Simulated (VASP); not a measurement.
NaH: single point with PBE

The system is NaH.

```xyz
2
Lattice="2.9350 0.0000 0.0000 0.0000 2.9350 0.0000 0.0000 0.0000 2.9350" Properties=species:S:1:pos:R:3 pbc="T T T"
Na    0.0000    0.0000    0.0000
H     1.4675    1.4675    1.4675
```

This cell differs from its parent crystal: volume changed by -3%.

- Program: VASP 6.6.1
- Task: single point
- Functional: PBE
- Potentials or basis: VASP PAW PBE potentials, release 64 (Na_pv, H)
- Cutoff: 520 eV
- k mesh: 8 × 8 × 8
- Occupations: gaussian, width 0.01 eV
- Spin: no spin polarisation

* Pressure: 0.7 GPa
* Band gap on the k mesh: 1.03 eV, indirect (least direct gap 4.49 eV)

Levels at points of the mesh, in eV from the valence-band top:
```tsv
k point	band 2	band 3	band 4	band 5	band 6	band 7
(0.00, 0.00, 0.00)	-24.56	-24.56	-6.02	8.82	11.05	11.05
(0.50, 0.00, 0.00)	-24.54	-24.54	-3.46	1.03	11.06	14.33
(0.50, 0.50, 0.00)	-24.72	-24.53	-1.77	4.31	4.31	6.92
(0.50, 0.50, 0.50)	-24.69	-24.69	0.00	6.93	6.93	6.93
```

Wall time 2.7 s on 1 thread of Intel(R) Xeon(R) 6975P-C (Granite Rapids) (shared host), peak memory 0.13 GiB.

 A k mesh can miss the band edges.
